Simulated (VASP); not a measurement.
# Pd (Pm-3m) in VASP: single point with PBE

Aim: the single point of Pd with PBE.

Everything below comes from runs of VASP 6.6.1. Logs are shortened: lines on timing, memory, paths and dates and some standing lists are left out, and cuts for length are marked.

## Step 1: The cell of the first run

The structure is cubic, space group Pm-3m (No. 221). The conventional cell has a = 4.299 Å, b = 4.299 Å, c = 4.299 Å, α = 90.00°, β = 90.00°, γ = 90.00°. Within 4.0 Å of Pd (site symmetry 4/mmm) lie 8 Pd at 3.04 Å.

This isn't the form of Pd at room conditions, which is fcc.

## Step 2: Single point, PBE

Contents of INCAR:

```
SYSTEM = Pd
PREC = Accurate
ENCUT = 500
EDIFF = 1E-6
ISMEAR = -1
SIGMA = 0.1
LREAL = .False.
LASPH = .True.
NELM = 120
ALGO = Normal
ISIF = 2
LWAVE = .False.
LCHARG = .True.
GGA = PE
LELF = .True.
LVHAR = .True.
NBANDS = 22
GGA_COMPAT = .False.
```

Contents of KPOINTS:

```
regular mesh
0
Gamma
  6 6 6
  0 0 0
```

Contents of POSCAR:

```
Pd
1.0
    4.2989450000      0.0000000000      0.0000000000
    0.0000000000      4.2989450000      0.0000000000
    0.0000000000      0.0000000000      4.2989450000
Pd
3
Direct
    0.0000000000      0.5000000000      0.5000000000
    0.5000000000      0.5000000000      0.0000000000
    0.5000000000      0.0000000000      0.5000000000
```

Potentials or basis: VASP PAW PBE potentials, release 64 (Pd).

The run is started by

```
$ cat potpaw_PBE.64/Pd/POTCAR > POTCAR
$ mpirun -np 1 vasp_std > vasp.out
```

OUTCAR:

```text
SYSTEM = Pd
   PREC = Accurate
   ENCUT = 500
   EDIFF = 1E-6
   ISMEAR = -1
   LREAL = .False.
   LASPH = .True.
   NELM = 120
   ISIF = 2
   GGA = PE

 ion  position               nearest neighbor table
   1  0.000  0.500  0.500-   2 3.04   3 3.04   2 3.04   3 3.04   2 3.04   3 3.04   2 3.04   3 3.04

   2  0.500  0.500  0.000-   1 3.04   3 3.04   1 3.04   3 3.04   3 3.04   3 3.04   1 3.04   1 3.04

   3  0.500  0.000  0.500-   1 3.04   2 3.04   2 3.04   1 3.04   2 3.04   2 3.04   1 3.04   1 3.04

  LATTYP: Found a simple cubic cell.
 ALAT       =     4.2989450000

  Lattice vectors:

 A1 = (   4.2989450000,   0.0000000000,   0.0000000000)
 A2 = (   0.0000000000,   4.2989450000,   0.0000000000)
 A3 = (   0.0000000000,   0.0000000000,   4.2989450000)

Analysis of symmetry for initial positions (statically):
=====================================================================
 Subroutine PRICEL returns:
 Original cell was already a primitive cell.

 Routine SETGRP: Setting up the symmetry group for a
 simple cubic supercell.

 Subroutine GETGRP returns: Found 48 space group operations
 (whereof 48 operations were pure point group operations)
 out of a pool of 48 trial point group operations.

The static configuration has the point symmetry O_h .

Analysis of symmetry for dynamics (positions and initial velocities):
=====================================================================
 Subroutine PRICEL returns:
 Original cell was already a primitive cell.

 Routine SETGRP: Setting up the symmetry group for a
 simple cubic supercell.

 Subroutine GETGRP returns: Found 48 space group operations
 (whereof 48 operations were pure point group operations)
 out of a pool of 48 trial point group operations.

The dynamic configuration has the point symmetry O_h .

 Subroutine INISYM returns: Found 48 space group operations
 (whereof 48 operations are pure point group operations),
 and found     1 'primitive' translations

----------------------------------------------------------------------------------------

                                     Primitive cell

  volume of cell :      79.4485

  direct lattice vectors                    reciprocal lattice vectors
     4.298945000  0.000000000  0.000000000     0.232615211  0.000000000  0.000000000
     0.000000000  4.298945000  0.000000000     0.000000000  0.232615211  0.000000000
     0.000000000  0.000000000  4.298945000     0.000000000  0.000000000  0.232615211

  length of vectors
     4.298945000  4.298945000  4.298945000     0.232615211  0.232615211  0.232615211

  position of ions in fractional coordinates (direct lattice)
     0.000000000  0.500000000  0.500000000
     0.500000000  0.500000000  0.000000000
     0.500000000  0.000000000  0.500000000

  ion indices of the primitive-cell ions
   primitive index   ion index
                 1           1
                 2           2
                 3           3

----------------------------------------------------------------------------------------

 KPOINTS: regular mesh

Automatic generation of k-mesh.
 Grid dimensions read from file:
 generate k-points for:    6    6    6

 Generating k-lattice:

  Cartesian coordinates                     Fractional coordinates (reciprocal lattice)
     0.038769202  0.000000000  0.000000000     0.166666667  0.000000000  0.000000000
     0.000000000  0.038769202  0.000000000     0.000000000  0.166666667  0.000000000
     0.000000000  0.000000000  0.038769202     0.000000000  0.000000000  0.166666667

  Length of vectors
     0.038769202  0.038769202  0.038769202

  Shift w.r.t. Gamma in fractional coordinates (k-lattice)
     0.000000000  0.000000000  0.000000000

 Subroutine IBZKPT returns following result:
 ===========================================

 Found     20 irreducible k-points:

 Following reciprocal coordinates:
            Coordinates               Weight
  0.000000  0.000000  0.000000      1.000000
  0.166667  0.000000  0.000000      6.000000
  0.333333  0.000000  0.000000      6.000000
  0.500000  0.000000  0.000000      3.000000
  0.166667  0.166667  0.000000     12.000000
  0.333333  0.166667  0.000000     24.000000
[... 12 lines left out ...]
  0.500000  0.500000  0.333333      6.000000
  0.500000  0.500000  0.500000      1.000000
   k-points           NKPTS =     20   k-points in BZ     NKDIM =     20   number of bands    NBANDS=     22
   number of dos      NEDOS =    301   number of ions     NIONS =      3
   total plane-waves  NPLWV =  32768
   dimension x,y,z NGX =    32 NGY =   32 NGZ =   32
   dimension x,y,z NGXF=    64 NGYF=   64 NGZF=   64
   ions per type =               3
   NGX,Y,Z   is equivalent  to a cutoff of  12.37, 12.37, 12.37 a.u.
   NGXF,Y,Z  is equivalent  to a cutoff of  24.75, 24.75, 24.75 a.u.
 SYSTEM =  Pd
   PREC   = accura    normal or accurate (medium, high low for compatibility)
   ISTART =      0    job   : 0-new  1-cont  2-samecut
   ICHARG =      2    charge: 1-file 2-atom 10-const
   ISPIN  =      1    spin polarized calculation?
   LNONCOLLINEAR =      F non collinear calculations
   LSORBIT =      F    spin-orbit coupling
   LASPH  =      T    aspherical Exc in radial PAW
   ENCUT  =  500.0 eV  36.75 Ry    6.06 a.u.   7.84  7.84  7.84*2*pi/ulx,y,z
   NELM   =    120;   NELMIN=  2; NELMDL= -5     # of ELM steps
   EDIFF  = 0.1E-05   stopping-criterion for ELM
   LREAL  =      F    real-space projection
   EDIFFG = 0.1E-04   stopping-criterion for IOM
   NSW    =      0    number of steps for IOM
   IBRION =     -1    ionic relax: 0-MD 1-quasi-New 2-CG
   NFREE  =      0    steps in history (QN), initial steepest desc. (CG)
   ISIF   =      2    stress and relaxation
   ISYM   =      2    0-nonsym 1-usesym 2-fastsym
   POTIM  = 0.5000    time-step for ionic-motion
   TEBEG  =    0.0;   TEEND  =   0.0 temperature during run
   PSTRESS=    0.0 pullay stress
   NELECT =      30.0000    total number of electrons
   NUPDOWN=      -1.0000    fix difference up-down
   EMIN   =  10.00;   EMAX   =-10.00  energy-range for DOS
   EFERMI =   0.00;   METHOD = LEGACY
   ISMEAR =    -1;   SIGMA  =   0.10  broadening in eV -4-tet -1-fermi 0-gaus
   EFERMI_NEDOS =   21; number of points for ismear=-14 and -15
   IALGO  =     38    algorithm
   IMIX   =      4    mixing-type and parameters
     AMIX     =   0.40;   BMIX     =  1.00
     AMIX_MAG =   1.60;   BMIX_MAG =  1.00
  volume/ion in A,a.u.               =      26.48       178.71
  Fermi-wavevector in a.u.,A,eV,Ry     =   1.183278  2.236071 19.050146  1.400146
  Thomas-Fermi vector in A             =   2.319515
   LORBIT       =      0    0 simple, 1 ext, 2 COOP (PROOUT), +10 PAW based schemes
   GGA     = PE    functional components
   LHFCALC =     F    Hartree Fock is set to
   AEXX    =    0.0000 exact exchange contribution
   IVDW    =     0    specifies the selected vdW correction
   LEPSILON=     F    determine dielectric tensor
   LRPA    =     F    only Hartree local field effects (RPA)
 non-spin polarized calculation
  energy-cutoff  :      500.00
  volume of cell :       79.45
 maximum number of plane-waves:      2040
 NGX is ok and might be reduce to    32
   NGX = 15   NGY = 15   NGZ = 15

 number of electron      29.9999975 magnetization

 Free energy of the ion-electron system (eV)
  ---------------------------------------------------
  ext. energy  EPLUGINS =         0.00000000
  ---------------------------------------------------
  free energy    TOTEN  =       -12.62570263 eV

  energy without entropy =      -12.41920071  energy(sigma->0) =      -12.52245167

 E-fermi :   2.7479     XC(G=0):  -9.6538

 val. band max:        2.7467676410   @ k =   0.1667   0.1667   0.0000
 cond. band min:       2.7484647309   @ k =   0.5000   0.5000   0.3333
 fundamental gap:      0.0016970899
 Fermi energy:         2.7479308056

 k-point     1 :       0.0000    0.0000    0.0000
  band No.  band energies     occupation
      1      -1.3379      2.00000
      2       0.0723      2.00000
      3       0.2485      2.00000
      4       0.2485      2.00000
      5       0.2485      2.00000
      6       0.6233      2.00000
[... 14 lines left out ...]
     21      10.5917      0.00000
     22      12.5704      0.00000

 k-point     2 :       0.1667    0.0000    0.0000
  band No.  band energies     occupation
      1      -1.1154      2.00000
      2       0.2116      2.00000
      3       0.2833      2.00000
      4       0.3578      2.00000
      5       0.3578      2.00000
      6       0.6577      2.00000
[... 14 lines left out ...]
     21      11.6664      0.00000
     22      13.4214      0.00000

 k-point     3 :       0.3333    0.0000    0.0000
  band No.  band energies     occupation
      1      -0.5654      2.00000
      2       0.3587      2.00000
      3       0.4787      2.00000
      4       0.6764      2.00000
      5       0.6764      2.00000
      6       0.9056      2.00000
[... 14 lines left out ...]
     21      12.1846      0.00000
     22      12.8961      0.00000

 k-point     4 :       0.5000    0.0000    0.0000
  band No.  band energies     occupation
      1      -0.2077      2.00000
      2       0.4001      2.00000
      3       0.5512      2.00000
      4       1.0678      2.00000
      5       1.0678      2.00000
      6       1.3434      2.00000
[... 14 lines left out ...]
     21      11.9833      0.00000
     22      12.0603      0.00000

 k-point     5 :       0.1667    0.1667    0.0000
  band No.  band energies     occupation
      1      -0.9063      2.00000
      2       0.3322      2.00000
      3       0.3474      2.00000
      4       0.4485      2.00000
      5       0.4520      2.00000
      6       0.7378      2.00000
[... 317 lines left out ...]
 k-point    18 :       0.5000    0.3333    0.3333
  band No.  band energies     occupation
      1       0.0933      2.00000
      2       0.2793      2.00000
      3       0.4345      2.00000
      4       0.6895      2.00000
      5       1.1012      2.00000
      6       1.1645      2.00000
[... 14 lines left out ...]
     21       8.9604      0.00000
     22      10.3529      0.00000

 k-point    19 :       0.5000    0.5000    0.3333
  band No.  band energies     occupation
      1       0.1825      2.00000
      2       0.1825      2.00000
      3       0.1842      2.00000
      4       0.5891      2.00000
      5       1.1715      2.00000
      6       1.1715      2.00000
[... 14 lines left out ...]
     21       8.7840      0.00000
     22       8.7840      0.00000

 k-point    20 :       0.5000    0.5000    0.5000
  band No.  band energies     occupation
      1       0.0831      2.00000
      2       0.0831      2.00000
      3       0.0831      2.00000
      4       0.4847      2.00000
      5       1.1754      2.00000
      6       1.1754      2.00000
[... 14 lines left out ...]
     21       7.7028      0.00000
     22       7.7028      0.00000

------------------------ aborting loop because EDIFF is reached ----------------------------------------

  FORCE on cell =-STRESS in cart. coord.  units (eV):
  Direction    XX          YY          ZZ          XY          YZ          ZX
  --------------------------------------------------------------------------------------
  -------------------------------------------------------------------------------------
  Total       -7.9693414     -7.9693414     -7.9693414      0.0000000     -0.0000000      0.0000000
  in kB     -160.7116451   -160.7116451   -160.7116451      0.0000000     -0.0000000      0.0000000
  external PRESSURE =    -160.7116451 kB  Pullay stress =       0.0000000 kB

 VOLUME and BASIS-vectors are now :
 -----------------------------------------------------------------------------
  energy-cutoff  :      500.00
  volume of cell :       79.45
      direct lattice vectors                 reciprocal lattice vectors
     4.298945000  0.000000000  0.000000000     0.232615211  0.000000000  0.000000000
     0.000000000  4.298945000  0.000000000     0.000000000  0.232615211  0.000000000
     0.000000000  0.000000000  4.298945000     0.000000000  0.000000000  0.232615211

 POSITION                                       TOTAL-FORCE (eV/Angst)
 -----------------------------------------------------------------------------------
      0.00000      2.14947      2.14947         0.000000      0.000000      0.000000
      2.14947      2.14947      0.00000         0.000000      0.000000      0.000000
      2.14947      0.00000      2.14947         0.000000      0.000000      0.000000
 -----------------------------------------------------------------------------------
    total drift:                                0.000000     -0.000000     -0.000000

  FREE ENERGIE OF THE ION-ELECTRON SYSTEM (eV)
  ---------------------------------------------------
  free  energy   TOTEN  =       -12.6257026267 eV

  energy  without entropy=      -12.4192007094  energy(sigma->0) =      -12.52245167
```

It took 16 s on 1 thread of Intel Xeon Platinum 8488C (Sapphire Rapids), shared host; peak memory 0.18 GiB.

What came out:

```
Free energy            : -12.6257 eV
Pressure               : -16.1 GPa
Band gap on the k mesh : zero (bands 15 and 16 overlap by 0.54 eV)
```

Levels at points of the mesh, in eV from the Fermi level:
```tsv
k point	band 13	band 14	band 15	band 16	band 17	band 18
(0.00, 0.00, 0.00)	0.15	0.28	0.28	0.28	4.60	4.60
(0.50, 0.00, 0.00)	-0.56	-0.54	-0.54	-0.26	0.28	7.16
(0.50, 0.50, 0.00)	-0.90	-0.65	-0.40	0.57	2.46	2.46
(0.50, 0.50, 0.50)	0.13	0.13	0.13	1.72	3.27	3.27
```

Caveat: the cell stands under tension.
